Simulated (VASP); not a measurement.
# Ru (P6_3/mmc) in VASP: notebook, part 2 of 2

VASP 6.6.1. The steps go on from the part before.

### Step 4. Single point, PBEsol

This run uses another cell than the first one, of 15.16 Å³/atom, 1.052 times its volume.

INCAR reads:

```
ALGO = Fast ; EDIFF = 1E-6
ENCUT = 520 ; GGA = PS
ISIF = 2 ; ISMEAR = 0
LASPH = True ; LCHARG = False
LREAL = False ; LWAVE = False
NBANDS = 21 ; NELM = 100
PREC = Accurate ; SIGMA = 0.15
```

KPOINTS reads:

```
k-points
0
Gamma
  18 18 10
```

POSCAR reads:

```
Ru
1.0
    2.8027000000      0.0000000000      0.0000000000
   -1.4013500000      2.4272093992      0.0000000000
    0.0000000000      0.0000000000      4.4565000000
Ru
2
Direct
    0.3333333333      0.6666666667      0.2500000000
    0.6666666667      0.3333333333      0.7500000000
```

Potentials or basis: VASP PAW PBE potentials, release 64 (Ru_pv).

Launch:

```console
$ cat potpaw_PBE.64/Ru_pv/POTCAR > POTCAR
$ mpirun -np 1 vasp_std > vasp.out
```

OUTCAR:

```text
EDIFF = 1E-6
   ENCUT = 520
   GGA = PS
   ISIF = 2
   ISMEAR = 0
   LASPH = True
   LREAL = False
   NELM = 100
   PREC = Accurate

 ion  position               nearest neighbor table
   1  0.333  0.667  0.250-   2 2.75   2 2.75   2 2.75   2 2.75   2 2.75   2 2.75
   2  0.667  0.333  0.750-   1 2.75   1 2.75   1 2.75   1 2.75   1 2.75   1 2.75

  LATTYP: Found a hexagonal cell.
 ALAT       =     2.8027000000
 C/A-ratio  =     1.5900738574

  Lattice vectors:

 A1 = (   2.8027000000,   0.0000000000,   0.0000000000)
 A2 = (  -1.4013500000,   2.4272093992,   0.0000000000)
 A3 = (   0.0000000000,   0.0000000000,   4.4565000000)

Analysis of symmetry for initial positions (statically):
=====================================================================
 Subroutine PRICEL returns:
 Original cell was already a primitive cell.

 Routine SETGRP: Setting up the symmetry group for a
 hexagonal supercell.

 Subroutine GETGRP returns: Found 24 space group operations
 (whereof 12 operations were pure point group operations)
 out of a pool of 24 trial point group operations.

The static configuration has the point symmetry D_3d.
 The point group associated with its full space group is D_6h.

Analysis of symmetry for dynamics (positions and initial velocities):
=====================================================================
 Subroutine PRICEL returns:
 Original cell was already a primitive cell.

 Routine SETGRP: Setting up the symmetry group for a
 hexagonal supercell.

 Subroutine GETGRP returns: Found 24 space group operations
 (whereof 12 operations were pure point group operations)
 out of a pool of 24 trial point group operations.

The dynamic configuration has the point symmetry D_3d.
 The point group associated with its full space group is D_6h.

 Subroutine INISYM returns: Found 24 space group operations
 (whereof 12 operations are pure point group operations),
 and found     1 'primitive' translations

----------------------------------------------------------------------------------------

                                     Primitive cell

  volume of cell :      30.3164

  direct lattice vectors                    reciprocal lattice vectors
     2.802700000  0.000000000  0.000000000     0.356798801  0.205997884  0.000000000
    -1.401350000  2.427209399  0.000000000     0.000000000  0.411995768  0.000000000
     0.000000000  0.000000000  4.456500000     0.000000000  0.000000000  0.224391338

  length of vectors
     2.802700000  2.802700000  4.456500000     0.411995768  0.411995768  0.224391338

  position of ions in fractional coordinates (direct lattice)
     0.333333333  0.666666667  0.250000000
     0.666666667  0.333333333  0.750000000

  ion indices of the primitive-cell ions
   primitive index   ion index
                 1           1
                 2           2

----------------------------------------------------------------------------------------

 KPOINTS: k-points

Automatic generation of k-mesh.
 Grid dimensions read from file:
 generate k-points for:   18   18   10

 Generating k-lattice:

  Cartesian coordinates                     Fractional coordinates (reciprocal lattice)
     0.019822156  0.011444327  0.000000000     0.055555556  0.000000000  0.000000000
     0.000000000  0.022888654  0.000000000     0.000000000  0.055555556  0.000000000
     0.000000000  0.000000000  0.022439134     0.000000000  0.000000000  0.100000000

  Length of vectors
     0.022888654  0.022888654  0.022439134

  Shift w.r.t. Gamma in fractional coordinates (k-lattice)
     0.000000000  0.000000000  0.000000000

 Subroutine IBZKPT returns following result:
 ===========================================

 Found    222 irreducible k-points:

 Following reciprocal coordinates:
            Coordinates               Weight
  0.000000  0.000000  0.000000      1.000000
  0.055556 -0.000000  0.000000      6.000000
  0.111111 -0.000000  0.000000      6.000000
  0.166667 -0.000000  0.000000      6.000000
  0.222222 -0.000000  0.000000      6.000000
  0.277778 -0.000000  0.000000      6.000000
[... 16 lines left out ...]
  0.333333  0.111111  0.000000     12.000000
  0.388889  0.111111  0.000000     12.000000
 [... further k-points ...]
   k-points           NKPTS =    222   k-points in BZ     NKDIM =    222   number of bands    NBANDS=     21
   number of dos      NEDOS =    301   number of ions     NIONS =      2
   total plane-waves  NPLWV =  20736
   dimension x,y,z NGX =    24 NGY =   24 NGZ =   36
   dimension x,y,z NGXF=    48 NGYF=   48 NGZF=   72
   ions per type =               2
   NGX,Y,Z   is equivalent  to a cutoff of  14.24, 14.24, 13.43 a.u.
   NGXF,Y,Z  is equivalent  to a cutoff of  28.47, 28.47, 26.86 a.u.
 SYSTEM =  unknown system
   PREC   = accura    normal or accurate (medium, high low for compatibility)
   ISTART =      0    job   : 0-new  1-cont  2-samecut
   ICHARG =      2    charge: 1-file 2-atom 10-const
   ISPIN  =      1    spin polarized calculation?
   LNONCOLLINEAR =      F non collinear calculations
   LSORBIT =      F    spin-orbit coupling
   LASPH  =      T    aspherical Exc in radial PAW
   ENCUT  =  520.0 eV  38.22 Ry    6.18 a.u.   5.21  5.21  8.29*2*pi/ulx,y,z
   NELM   =    100;   NELMIN=  2; NELMDL= -5     # of ELM steps
   EDIFF  = 0.1E-05   stopping-criterion for ELM
   LREAL  =      F    real-space projection
   EDIFFG = 0.1E-04   stopping-criterion for IOM
   NSW    =      0    number of steps for IOM
   IBRION =     -1    ionic relax: 0-MD 1-quasi-New 2-CG
   NFREE  =      0    steps in history (QN), initial steepest desc. (CG)
   ISIF   =      2    stress and relaxation
   ISYM   =      2    0-nonsym 1-usesym 2-fastsym
   POTIM  = 0.5000    time-step for ionic-motion
   TEBEG  =    0.0;   TEEND  =   0.0 temperature during run
   PSTRESS=    0.0 pullay stress
   NELECT =      28.0000    total number of electrons
   NUPDOWN=      -1.0000    fix difference up-down
   EMIN   =  10.00;   EMAX   =-10.00  energy-range for DOS
   EFERMI =   0.00;   METHOD = LEGACY
   ISMEAR =     0;   SIGMA  =   0.15  broadening in eV -4-tet -1-fermi 0-gaus
   EFERMI_NEDOS =   21; number of points for ismear=-14 and -15
   IALGO  =     68    algorithm
   IMIX   =      4    mixing-type and parameters
     AMIX     =   0.40;   BMIX     =  1.00
     AMIX_MAG =   1.60;   BMIX_MAG =  1.00
  volume/ion in A,a.u.               =      15.16       102.29
  Fermi-wavevector in a.u.,A,eV,Ry     =   1.594293  3.012778 34.582901  2.541771
  Thomas-Fermi vector in A             =   2.692390
   LORBIT       =      0    0 simple, 1 ext, 2 COOP (PROOUT), +10 PAW based schemes
   GGA     = PS    functional components
   LHFCALC =     F    Hartree Fock is set to
   AEXX    =    0.0000 exact exchange contribution
   IVDW    =     0    specifies the selected vdW correction
   LEPSILON=     F    determine dielectric tensor
   LRPA    =     F    only Hartree local field effects (RPA)
 non-spin polarized calculation
 RMM-DIIS sequential band-by-band and
 Gauss-broadening in eV      SIGMA  =   0.15
  energy-cutoff  :      520.00
  volume of cell :       30.32
 maximum number of plane-waves:       832
 NGX is ok and might be reduce to    24
   NGX = 11   NGY = 11   NGZ = 17

 number of electron      27.9999992 magnetization

 Free energy of the ion-electron system (eV)
  ---------------------------------------------------
  ext. energy  EPLUGINS =         0.00000000
  ---------------------------------------------------
  free energy    TOTEN  =       -19.92185566 eV

  energy without entropy =      -19.89937524  energy(sigma->0) =      -19.91061545

 E-fermi :  10.7854     XC(G=0): -13.6088

 val. band max:       10.7838547088   @ k =   0.3333   0.1111   0.3000
 cond. band min:      10.7900978158   @ k =   0.4444  -0.0000   0.2000
 fundamental gap:      0.0062431070
 Fermi energy:        10.7853944016

 k-point     1 :       0.0000    0.0000    0.0000
  band No.  band energies     occupation
      1     -32.4349      2.00000
      2     -31.7865      2.00000
      3     -31.7865      2.00000
      4     -31.6688      2.00000
      5     -31.6688      2.00000
      6     -31.6484      2.00000
[... 13 lines left out ...]
     20      21.2169      0.00000
     21      21.2231      0.00000

 k-point     2 :       0.0556   -0.0000    0.0000
  band No.  band energies     occupation
      1     -32.4276      2.00000
      2     -31.8021      2.00000
      3     -31.7918      2.00000
      4     -31.6851      2.00000
      5     -31.6711      2.00000
      6     -31.6517      2.00000
[... 520 lines left out ...]
 k-point    24 :       0.3889    0.1111    0.0000
  band No.  band energies     occupation
      1     -32.2739      2.00000
      2     -32.1513      2.00000
      3     -32.1040      2.00000
      4     -31.9733      2.00000
      5     -31.8465      2.00000
      6     -31.7929      2.00000
[... 13 lines left out ...]
     20      21.6881      0.00000
     21      22.0289      0.00000

 [... further k-points ...]
[... 5 lines left out ...]
  --------------------------------------------------------------------------------------
  -------------------------------------------------------------------------------------
  Total       -5.9868727     -5.9868727     -6.7256501      0.0000000      0.0000000      0.0000000
  in kB     -316.3973519   -316.3973519   -355.4406387      0.0000000      0.0000000      0.0000000
  external PRESSURE =    -329.4117808 kB  Pullay stress =       0.0000000 kB

 VOLUME and BASIS-vectors are now :
 -----------------------------------------------------------------------------
  energy-cutoff  :      520.00
  volume of cell :       30.32
      direct lattice vectors                 reciprocal lattice vectors
     2.802700000  0.000000000  0.000000000     0.356798801  0.205997884  0.000000000
    -1.401350000  2.427209399  0.000000000     0.000000000  0.411995768  0.000000000
     0.000000000  0.000000000  4.456500000     0.000000000  0.000000000  0.224391338

 POSITION                                       TOTAL-FORCE (eV/Angst)
 -----------------------------------------------------------------------------------
     -0.00000      1.61814      1.11413         0.000000      0.000000      0.000000
      1.40135      0.80907      3.34238        -0.000000     -0.000000      0.000000
 -----------------------------------------------------------------------------------
    total drift:                                0.000000     -0.000000      0.000000

  FREE ENERGIE OF THE ION-ELECTRON SYSTEM (eV)
  ---------------------------------------------------
  free  energy   TOTEN  =       -19.9218556613 eV

  energy  without entropy=      -19.8993752449  energy(sigma->0) =      -19.91061545
```

stdout:

```text
POSCAR found type information on POSCAR Ru
 POSCAR found :  1 types and       2 ions
 scaLAPACK will be used
 -----------------------------------------------------------------------------
|                                                                             |
|                                                                             |
|     You enforced a specific xc type in the INCAR file but a different       |
|     I HOPE YOU KNOW WHAT YOU ARE DOING!                                     |
|                                                                             |
 -----------------------------------------------------------------------------

 LDA part: xc-table for (Slater+PW92), standard interpolation
 POSCAR, INCAR and KPOINTS ok, starting setup
 FFT: planning ... GRIDC
 FFT: planning ... GRID_SOFT
 FFT: planning ... GRID
 WAVECAR not read
 entering main loop
WARNING in EDDRMM: call to ZHEGV failed, returncode =   8  4     20
```

Run time: 89 s. Hardware: 1 thread of Intel Xeon Platinum 8488C (Sapphire Rapids), shared host; peak memory 0.23 GiB.

What came out:

- Free energy: -19.9219 eV
- Pressure: -32.9 GPa
- Band gap on the k mesh: zero (band 14 reaches 12.06 eV, above the bottom of band 15 at 9.40 eV)

Stress tensor (GPa, compression positive):
```
-31.64   0.00   0.00
  0.00 -31.64   0.00
  0.00   0.00 -35.54
```

Levels at points of the mesh, in eV from the Fermi level:
| k point | band 10 | band 11 | band 12 | band 13 | band 14 | band 15 | band 16 | band 17 | band 18 | band 19 |
| --- | --- | --- | --- | --- | --- | --- | --- | --- | --- | --- |
| (0.00, 0.00, 0.00) | -2.19 | -2.10 | -1.63 | -1.63 | -1.15 | -1.15 | 1.01 | 1.01 | 1.11 | 8.93 |
| (0.50, 0.00, 0.00) | -2.53 | -1.82 | -1.61 | -1.34 | 1.21 | 1.55 | 1.58 | 3.52 | 5.36 | 10.05 |
| (0.00, 0.00, 0.50) | -2.41 | -2.33 | -2.33 | -2.33 | -2.33 | 0.45 | 0.45 | 0.45 | 0.45 | 10.43 |
| (0.50, 0.00, 0.50) | -3.87 | -0.88 | -0.88 | 0.38 | 0.38 | 1.42 | 1.42 | 2.99 | 2.99 | 9.28 |

Caveat: the PAW data sets were made with another functional, which shifts forces and pressure a little.

### Step 5. Summary

| cell | gap on the mesh (eV) | pressure (GPa) |
| --- | --- | --- |
| a = 2.765, b = 2.765, c = 4.354 Å, angles 90.0, 90.0, 120.0°, 2 atoms | none | -22.7 |
| a = 2.652, b = 2.652, c = 4.763 Å, angles 90.0, 90.0, 120.0°, 2 atoms | none | -19.9 |
| a = 2.803, b = 2.803, c = 4.457 Å, angles 90.0, 90.0, 120.0°, 2 atoms | none | -32.9 |

Alike in all rows: task single point; level PBEsol; potentials or basis VASP PAW PBE potentials, release 64 (Ru_pv); no spin polarisation; k mesh 18 × 18 × 10; cutoff (eV) 520; smearing gaussian 0.15 eV.

Caveats: the PAW data sets were made with another functional, which shifts forces and pressure a little.

Absolute energies hang on the potentials; compare differences alone.
